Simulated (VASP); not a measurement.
# Sb in VASP: single point with revPBE+D3(BJ)

Aim: the single point of Sb with revPBE+D3(BJ).

All numbers are computed with VASP 6.6.1; they aren't measurements. Logs are shortened: lines on timing, memory, paths and dates and some standing lists are left out, and cuts for length are marked.

### Step 1. The cell of the first run

The cell holds a sheet with vacuum, 2 atoms: a = 4.059 Å, b = 4.059 Å, c = 27.100 Å, α = 90.00°, β = 90.00°, γ = 120.00°.

### Step 2. Single point, revPBE+D3(BJ)

File INCAR:

```
ALGO     = Normal         # electronic algorithm
DIPOL    = 0.5 0.5 0.289
EDIFF    = 1E-6           # SCF threshold, eV
ENCUT    = 400            # plane-wave cutoff, eV
GGA      = RE             # functional
GGA_COMPAT= F            
IDIPOL   = 3            
ISIF     = 2              # what is computed and relaxed
ISMEAR   = 0              # smearing method
IVDW     = 12             # dispersion correction
LASPH    = T              # aspherical terms in the spheres
LCHARG   = F              # write CHGCAR
LDIPOL   = T            
LREAL    = F              # projectors in reciprocal space
LWAVE    = F              # write WAVECAR
NBANDS   = 12             # bands
NELM     = 120            # most SCF steps
NELMDL   = -8           
PREC     = Accurate       # precision mode
SIGMA    = 0.03           # smearing width, eV
```

File KPOINTS:

```
k-points
0
Gamma
  12 12 1
```

File POSCAR:

```
Sb
1.0
    4.0587738351      0.0000000000      0.0000000000
   -2.0293869175      3.5150012494      0.0000000000
    0.0000000000      0.0000000000     27.1000000030
Sb
2
Direct
    0.3333333333      0.6666666667      0.2580857549
    0.6666666667      0.3333333333      0.3194050200
```

Potentials or basis: VASP PAW PBE potentials, release 64 (Sb).

The run is started by

```bash
cat potpaw_PBE.64/Sb/POTCAR > POTCAR
mpirun -np 1 vasp_std > vasp.out
```

OUTCAR:

```text
EDIFF = 1E-6
   ENCUT = 400
   GGA = RE
   ISIF = 2
   ISMEAR = 0
   IVDW = 12
   LASPH = T
   LREAL = F
   NELM = 120
   NELMDL = -8
   PREC = Accurate
 IVDW          = 12

 ion  position               nearest neighbor table
   1  0.333  0.667  0.258-   2 2.87   2 2.87   2 2.87
   2  0.667  0.333  0.319-   1 2.87   1 2.87   1 2.87

  LATTYP: Found a hexagonal cell.
 ALAT       =     4.0587738351
 C/A-ratio  =     6.6768933437

  Lattice vectors:

 A1 = (   4.0587738351,   0.0000000000,   0.0000000000)
 A2 = (  -2.0293869175,   3.5150012494,   0.0000000000)
 A3 = (   0.0000000000,   0.0000000000,  27.1000000030)

Analysis of symmetry for initial positions (statically):
=====================================================================
 Subroutine PRICEL returns:
 Original cell was already a primitive cell.

 Routine SETGRP: Setting up the symmetry group for a
 hexagonal supercell.

 Subroutine GETGRP returns: Found 12 space group operations
 (whereof  6 operations were pure point group operations)
 out of a pool of 24 trial point group operations.

The static configuration has the point symmetry C_3v.
 The point group associated with its full space group is D_3d.

Analysis of symmetry for dynamics (positions and initial velocities):
=====================================================================
 Subroutine PRICEL returns:
 Original cell was already a primitive cell.

 Routine SETGRP: Setting up the symmetry group for a
 hexagonal supercell.

 Subroutine GETGRP returns: Found 12 space group operations
 (whereof  6 operations were pure point group operations)
 out of a pool of 24 trial point group operations.

The dynamic configuration has the point symmetry C_3v.
 The point group associated with its full space group is D_3d.

 Subroutine INISYM returns: Found 12 space group operations
 (whereof  6 operations are pure point group operations),
 and found     1 'primitive' translations

----------------------------------------------------------------------------------------

                                     Primitive cell

  volume of cell :     386.6247

  direct lattice vectors                    reciprocal lattice vectors
     4.058773835  0.000000000  0.000000000     0.246379828  0.142247460  0.000000000
    -2.029386918  3.515001249  0.000000000     0.000000000  0.284494920  0.000000000
     0.000000000  0.000000000 27.100000003     0.000000000  0.000000000  0.036900369

  length of vectors
     4.058773835  4.058773835 27.100000003     0.284494920  0.284494920  0.036900369

  position of ions in fractional coordinates (direct lattice)
     0.333333333  0.666666667  0.258085755
     0.666666667  0.333333333  0.319405020

  ion indices of the primitive-cell ions
   primitive index   ion index
                 1           1
                 2           2

----------------------------------------------------------------------------------------

 KPOINTS: k-points

Automatic generation of k-mesh.
 Grid dimensions read from file:
 generate k-points for:   12   12    1

 Generating k-lattice:

  Cartesian coordinates                     Fractional coordinates (reciprocal lattice)
     0.020531652  0.011853955  0.000000000     0.083333333  0.000000000  0.000000000
     0.000000000  0.023707910  0.000000000     0.000000000  0.083333333  0.000000000
     0.000000000  0.000000000  0.036900369     0.000000000  0.000000000  1.000000000

  Length of vectors
     0.023707910  0.023707910  0.036900369

  Shift w.r.t. Gamma in fractional coordinates (k-lattice)
     0.000000000  0.000000000  0.000000000

 Subroutine IBZKPT returns following result:
 ===========================================

 Found     19 irreducible k-points:

 Following reciprocal coordinates:
            Coordinates               Weight
  0.000000  0.000000  0.000000      1.000000
  0.083333  0.000000  0.000000      6.000000
  0.166667  0.000000  0.000000      6.000000
  0.250000 -0.000000  0.000000      6.000000
  0.333333  0.000000  0.000000      6.000000
  0.416667  0.000000  0.000000      6.000000
[... 11 lines left out ...]
  0.333333  0.250000  0.000000     12.000000
  0.333333  0.333333  0.000000      2.000000
   k-points           NKPTS =     19   k-points in BZ     NKDIM =     19   number of bands    NBANDS=     12
   number of dos      NEDOS =    301   number of ions     NIONS =      2
   total plane-waves  NPLWV = 141120
   dimension x,y,z NGX =    28 NGY =   28 NGZ =  180
   dimension x,y,z NGXF=    56 NGYF=   56 NGZF=  360
   ions per type =               2
   NGX,Y,Z   is equivalent  to a cutoff of  11.47, 11.47, 11.04 a.u.
   NGXF,Y,Z  is equivalent  to a cutoff of  22.94, 22.94, 22.08 a.u.
 SYSTEM =  unknown system
   PREC   = accura    normal or accurate (medium, high low for compatibility)
   ISTART =      0    job   : 0-new  1-cont  2-samecut
   ICHARG =      2    charge: 1-file 2-atom 10-const
   ISPIN  =      1    spin polarized calculation?
   LNONCOLLINEAR =      F non collinear calculations
   LSORBIT =      F    spin-orbit coupling
   LASPH  =      T    aspherical Exc in radial PAW
   ENCUT  =  400.0 eV  29.40 Ry    5.42 a.u.   6.62  6.62 44.19*2*pi/ulx,y,z
   NELM   =    120;   NELMIN=  2; NELMDL= -8     # of ELM steps
   EDIFF  = 0.1E-05   stopping-criterion for ELM
   LREAL  =      F    real-space projection
   EDIFFG = 0.1E-04   stopping-criterion for IOM
   NSW    =      0    number of steps for IOM
   IBRION =     -1    ionic relax: 0-MD 1-quasi-New 2-CG
   NFREE  =      0    steps in history (QN), initial steepest desc. (CG)
   ISIF   =      2    stress and relaxation
   ISYM   =      2    0-nonsym 1-usesym 2-fastsym
   POTIM  = 0.5000    time-step for ionic-motion
   TEBEG  =    0.0;   TEEND  =   0.0 temperature during run
   PSTRESS=    0.0 pullay stress
   NELECT =      10.0000    total number of electrons
   NUPDOWN=      -1.0000    fix difference up-down
   EMIN   =  10.00;   EMAX   =-10.00  energy-range for DOS
   EFERMI =   0.00;   METHOD = LEGACY
   ISMEAR =     0;   SIGMA  =   0.03  broadening in eV -4-tet -1-fermi 0-gaus
   EFERMI_NEDOS =   21; number of points for ismear=-14 and -15
   IALGO  =     38    algorithm
   IMIX   =      4    mixing-type and parameters
     AMIX     =   0.40;   BMIX     =  1.00
     AMIX_MAG =   1.60;   BMIX_MAG =  1.00
  volume/ion in A,a.u.               =     193.31      1304.54
  Fermi-wavevector in a.u.,A,eV,Ry     =   0.484148  0.914907  3.189198  0.234399
  Thomas-Fermi vector in A             =   1.483690
   LORBIT       =      0    0 simple, 1 ext, 2 COOP (PROOUT), +10 PAW based schemes
   GGA     = RE    functional components
   LHFCALC =     F    Hartree Fock is set to
   AEXX    =    0.0000 exact exchange contribution
   IVDW    =    12    specifies the selected vdW correction
   LEPSILON=     F    determine dielectric tensor
   LRPA    =     F    only Hartree local field effects (RPA)
 non-spin polarized calculation
 Gauss-broadening in eV      SIGMA  =   0.03
  energy-cutoff  :      400.00
  volume of cell :      386.62
 maximum number of plane-waves:      7097
 NGX is ok and might be reduce to    28
   NGX = 13   NGY = 13   NGZ = 89

 dipolmoment           0.000000      0.000000      0.000000 electrons x Angstroem

 number of electron      10.0000000 magnetization

 dipolmoment           0.000000      0.000000     -0.000000 electrons x Angstroem

 Free energy of the ion-electron system (eV)
  ---------------------------------------------------
  ext. energy  EPLUGINS =         0.00000000
  ---------------------------------------------------
  free energy    TOTEN  =        -7.61944633 eV

  energy without entropy =       -7.61944633  energy(sigma->0) =       -7.61944633

 E-fermi :  -2.6842     XC(G=0):  -2.0143

 val. band max:       -2.8095325970   @ k =   0.0000   0.0000   0.0000
 cond. band min:      -1.6319470357   @ k =   0.3333   0.0000   0.0000
 fundamental gap:      1.1775855613
 Fermi energy:        -2.6842241132

 k-point     1 :       0.0000    0.0000    0.0000
  band No.  band energies     occupation
      1     -14.3333      2.00000
      2      -9.2939      2.00000
      3      -3.6464      2.00000
      4      -2.8095      2.00000
      5      -2.8095      2.00000
      6      -1.1170      0.00000
      7      -0.0285      0.00000
      8      -0.0285      0.00000
      9       1.2264      0.00000
     10       1.4575      0.00000
     11       1.9313      0.00000
     12       2.2292      0.00000

 k-point     2 :       0.0833    0.0000    0.0000
  band No.  band energies     occupation
      1     -14.2565      2.00000
      2      -9.2829      2.00000
      3      -3.6103      2.00000
      4      -3.5607      2.00000
      5      -2.9902      2.00000
      6      -0.6609      0.00000
      7      -0.0951      0.00000
      8       0.1401      0.00000
      9       1.3378      0.00000
     10       1.5444      0.00000
     11       2.0153      0.00000
     12       2.3169      0.00000

 k-point     3 :       0.1667    0.0000    0.0000
  band No.  band energies     occupation
      1     -14.0287      2.00000
      2      -9.2838      2.00000
      3      -4.6933      2.00000
      4      -3.5320      2.00000
      5      -3.3884      2.00000
      6      -1.0574      0.00000
      7       0.4574      0.00000
      8       0.5156      0.00000
      9       1.6020      0.00000
     10       1.8106      0.00000
     11       2.2625      0.00000
     12       2.5660      0.00000

 k-point     4 :       0.2500   -0.0000    0.0000
  band No.  band energies     occupation
      1     -13.6586      2.00000
      2      -9.4091      2.00000
      3      -5.5917      2.00000
      4      -3.8083      2.00000
      5      -3.5382      2.00000
      6      -1.5285      0.00000
      7       0.6169      0.00000
      8       0.6650      0.00000
      9       1.8563      0.00000
     10       2.2088      0.00000
     11       2.6666      0.00000
     12       2.9422      0.00000

 k-point     5 :       0.3333    0.0000    0.0000
  band No.  band energies     occupation
      1     -13.1691      2.00000
      2      -9.7961      2.00000
      3      -6.0270      2.00000
      4      -4.1493      2.00000
      5      -3.8089      2.00000
      6      -1.6319      0.00000
      7       0.1736      0.00000
      8       0.7131      0.00000
      9       2.3515      0.00000
     10       2.5119      0.00000
     11       3.1137      0.00000
     12       3.4290      0.00000
[... 153 lines left out ...]
      1     -12.0902      2.00000
      2     -10.8309      2.00000
      3      -6.1056      2.00000
      4      -5.0658      2.00000
      5      -4.4617      2.00000
      6      -0.9308      0.00000
      7       0.0991      0.00000
      8       0.3389      0.00000
      9       2.5854      0.00000
     10       4.1763      0.00000
     11       4.3247      0.00000
     12       4.5015      0.00000

 k-point    17 :       0.2500    0.2500    0.0000
  band No.  band energies     occupation
      1     -12.4429      2.00000
      2     -10.4102      2.00000
      3      -6.0010      2.00000
      4      -5.5151      2.00000
      5      -4.0352      2.00000
      6      -0.9608      0.00000
      7      -0.1837      0.00000
      8       1.0485      0.00000
      9       3.2882      0.00000
     10       3.3330      0.00000
     11       3.8268      0.00000
     12       3.9702      0.00000

 k-point    18 :       0.3333    0.2500    0.0000
  band No.  band energies     occupation
      1     -11.9222      2.00000
      2     -10.9227      2.00000
      3      -6.3420      2.00000
      4      -5.1455      2.00000
      5      -4.4342      2.00000
      6      -1.2873      0.00000
      7       0.2845      0.00000
      8       0.8139      0.00000
      9       3.4419      0.00000
     10       3.9572      0.00000
     11       4.1296      0.00000
     12       4.6153      0.00000

 k-point    19 :       0.3333    0.3333    0.0000
  band No.  band energies     occupation
      1     -11.4090      2.00000
      2     -11.4090      2.00000
      3      -6.5200      2.00000
      4      -4.7820      2.00000
      5      -4.7820      2.00000
      6      -1.4957      0.00000
      7       0.6709      0.00000
      8       0.6709      0.00000
      9       3.7394      0.00000
     10       4.5410      0.00000
     11       4.5410      0.00000
     12       4.9812      0.00000

------------------------ aborting loop because EDIFF is reached ----------------------------------------

 vacuum level on the upper side and lower side of the slab       (xc-potential included)        -0.008        -0.008

 Edisp (eV)   -0.92195

 E8    (eV) :    -0.6876

  FORCE on cell =-STRESS in cart. coord.  units (eV):
  Direction    XX          YY          ZZ          XY          YZ          ZX
  --------------------------------------------------------------------------------------
  -------------------------------------------------------------------------------------
  Total       0.00254     0.00254     0.12051     0.00000     0.00000     0.00000
  in kB       0.01051     0.01051     0.49941     0.00000     0.00000     0.00000
  external pressure =        0.17 kB  Pullay stress =        0.00 kB

 VOLUME and BASIS-vectors are now :
 -----------------------------------------------------------------------------
  energy-cutoff  :      400.00
  volume of cell :      386.62
      direct lattice vectors                 reciprocal lattice vectors
     4.058773835  0.000000000  0.000000000     0.246379828  0.142247460  0.000000000
    -2.029386918  3.515001249  0.000000000     0.000000000  0.284494920  0.000000000
     0.000000000  0.000000000 27.100000003     0.000000000  0.000000000  0.036900369

 POSITION                                       TOTAL-FORCE (eV/Angst)
 -----------------------------------------------------------------------------------
     -0.00000      2.34333      6.99412         0.000000     -0.000000     -0.076191
      2.02939      1.17167      8.65588         0.000000      0.000000      0.076191
 -----------------------------------------------------------------------------------
    total drift:                               -0.000000     -0.000000     -0.000001

  FREE ENERGIE OF THE ION-ELECTRON SYSTEM (eV)
  ---------------------------------------------------
  free  energy   TOTEN  =        -8.5414012841 eV

  energy  without entropy=       -8.5414012841  energy(sigma->0) =       -8.54140128

 vacuum level on the upper side and lower side of the slab         1.762         1.762
```

It took 3.3 min on 1 thread of AMD EPYC 7R13, shared host; peak memory 0.33 GiB.

What came out:

```
Free energy                : -8.5414 eV
Largest force              : 0.076 eV/Å
Band gap on the k mesh     : 1.18 eV, indirect (least direct gap 1.69 eV)
Dispersion energy per atom : -0.461 eV
```

Forces in eV/Å, atoms in the order of the input:
```
Sb   0.000  0.000 -0.076
Sb   0.000  0.000  0.076
```

Caveat: the PAW data sets were made with another functional, which shifts forces and pressure a little; spin-orbit coupling is left out, which moves the levels of the heavy elements.
